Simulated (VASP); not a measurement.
A run of VASP 6.6.1 is set up as follows.

INCAR

```
SYSTEM = BeP3
PREC     = Accurate       ! precision mode
ENCUT    = 600            ! plane-wave cutoff, eV
EDIFF    = 1E-6           ! SCF threshold, eV
ISMEAR   = 0              ! smearing method
SIGMA    = 0.1            ! smearing width, eV
LREAL    = .False.        ! projectors in reciprocal space
LASPH    = .True.         ! aspherical terms in the spheres
NELM     = 100            ! most SCF steps
ALGO     = Normal         ! electronic algorithm
ISIF     = 3              ! what is computed and relaxed
LWAVE    = .False.        ! write WAVECAR
LCHARG   = .False.        ! write CHGCAR
GGA      = PE             ! functional
IBRION   = 2              ! ionic algorithm
NSW      = 90             ! ionic steps
EDIFFG   = -0.04          ! ionic threshold
```

The input KPOINTS:

```
Automatic mesh
0
Gamma
  6 6 6
  0 0 0
```

The input POSCAR:

```
BeP3
1.0
   -1.8816691001      1.8816691001      4.2032088988
    1.8816691001     -1.8816691001      4.2032088988
    1.8816691001      1.8816691001     -4.2032088988
Be P
1 3
Direct
    0.0000000000      0.0000000000      0.0000000000
    0.5000000000      0.5000000000      0.0000000000
    0.2500000000      0.7500000000      0.5000000000
    0.7500000000      0.2500000000      0.5000000000
```

Potentials or basis: VASP PAW PBE potentials, release 64 (Be, P).

Launch:

```bash
$ cat potpaw_PBE.64/Be/POTCAR potpaw_PBE.64/P/POTCAR > POTCAR
$ mpirun -np 1 vasp_std > vasp.out
```

Problem. What does it give for the relaxed volume?

Solution. 13.76 Å³/atom.

Problem. What does it give for the band gap on the k mesh?

Solution. Zero (an odd number of electrons rules out a gap without spin polarisation).

Problem. Predict the relaxed cell.

Solution. a = 5.551 Å, b = 5.551 Å, c = 5.551 Å, α = 145.34°, β = 145.34°, γ = 49.83°.

Problem. What does it give for the space group after relaxing (to 0.1 Å)?

Solution. I4/mmm (No. 139).

The path:
```
step  energy change (eV)  largest force (eV/Å)  pressure (GPa)  volume (Å³)
   1              0.0000                0.0000           -8.99        59.53
   2             -0.2508                0.0000            0.00        52.61
   3             -0.2520                0.0000            0.74        52.20
   4             -0.2900                0.0000            1.12        52.04
   5             -0.4491                0.0000            3.79        51.38
   6             -0.6417                0.0000           14.27        49.32
   7             -0.6607                0.0000            6.52        50.55
   8             -0.7304                0.0000            8.83        49.97
   9             -0.7265                0.0000           10.05        49.81
  10             -0.7360                0.0000           10.19        50.01
  11             -0.7395                0.0000           10.48        50.32
  12             -0.7627                0.0000            9.45        50.71
  13             -0.8190                0.0000            6.54        51.89
  14             -0.8755                0.0000            1.45        54.30
  15             -0.8789                0.0000            0.08        55.06
```
